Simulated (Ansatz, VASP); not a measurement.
**CuGe16: VASP beside Ansatz**

```
CELL_PARAMETERS angstrom
0.00000 5.66000 5.66000
5.66000 0.00000 5.66000
5.66000 5.66000 0.00000
ATOMIC_POSITIONS crystal
Ge 0.00514 0.98397 0.01957
Ge 0.15547 0.10763 0.11857
Ge 0.00548 0.98312 0.49176
Ge 0.02603 0.15996 0.65698
Ge 0.04097 0.48090 0.98966
Ge 0.15868 0.61231 0.11395
Ge 0.00605 0.52305 0.48618
Ge 0.15949 0.61156 0.61618
Ge 0.53080 0.98412 0.99239
Ge 0.60736 0.12423 0.14584
Ge 0.41560 0.02975 0.52705
Ge 0.60767 0.12353 0.62224
Ge 0.53310 0.49387 0.99015
Ge 0.66750 0.61199 0.10994
Ge 0.53374 0.49316 0.48234
Ge 0.60934 0.64985 0.62003
Cu 0.80404 0.90286 0.39634
```

Alike in both runs: functional PBE; k mesh 2 × 2 × 2; occupations fermi-dirac, width 0.05 eV; no spin polarisation.

Ansatz relaxed the structure, and its values are those at the end. VASP's run is a single point on that final structure, the one shown.

```csv
,VASP,Ansatz
version,VASP 6.6.1,Ansatz 0.2.0
potentials or method,"VASP PAW PBE potentials, release 64 (Ge_d, Cu), cutoff 520 eV","scalar-relativistic, plane waves, PAW"
valence electrons in the cell,235,243
```

```tsv
	VASP	Ansatz	Ansatz less VASP
rms of the force components (eV/Å)	0.024	0.027	+0.0021
```

With one functional, cell and mesh, what is left measures potentials, basis and numerics. VASP's potentials hold 235 valence electrons a cell and Ansatz's 243, so a difference there can come from the potentials and not from the codes.

The k mesh is coarse, so the values compare programs but aren't converged.
